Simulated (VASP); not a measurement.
Here is a VASP 6.6.1 calculation.

The input INCAR:

```
SYSTEM = Ir
PREC = Accurate ; ENCUT = 520
EDIFF = 1E-6 ; ISMEAR = 1
SIGMA = 0.05 ; LREAL = .FALSE.
LASPH = .TRUE. ; NELM = 60
ALGO = Normal ; ISIF = 2
LWAVE = .FALSE. ; LCHARG = .TRUE.
GGA = CA ; LELF = .TRUE.
LVHAR = .TRUE. ; NBANDS = 10
```

The input KPOINTS:

```
Automatic mesh
0
G
  21 21 21
  0 0 0
```

The input POSCAR:

```
Ir
1.0
    0.0000000000      1.9054157522      1.9054157522
    1.9054157522      0.0000000000      1.9054157522
    1.9054157522      1.9054157522      0.0000000000
Ir
1
Direct
    0.0000000000      0.0000000000      0.0000000000
```

Potentials or basis: VASP PAW LDA potentials, release 64 (Ir).

Launch:

```bash
$ cat potpaw_LDA.64/Ir/POTCAR > POTCAR
$ mpirun -np 1 vasp_std > vasp.out
```

(1) Estimate the band gap on the k mesh.

(2) Estimate the pressure.

## Answers

(1) zero (an odd number of electrons rules out a gap without spin polarisation).

(2) 2.7 GPa.

Caveat: spin-orbit coupling is left out, which moves the levels of the heavy elements.
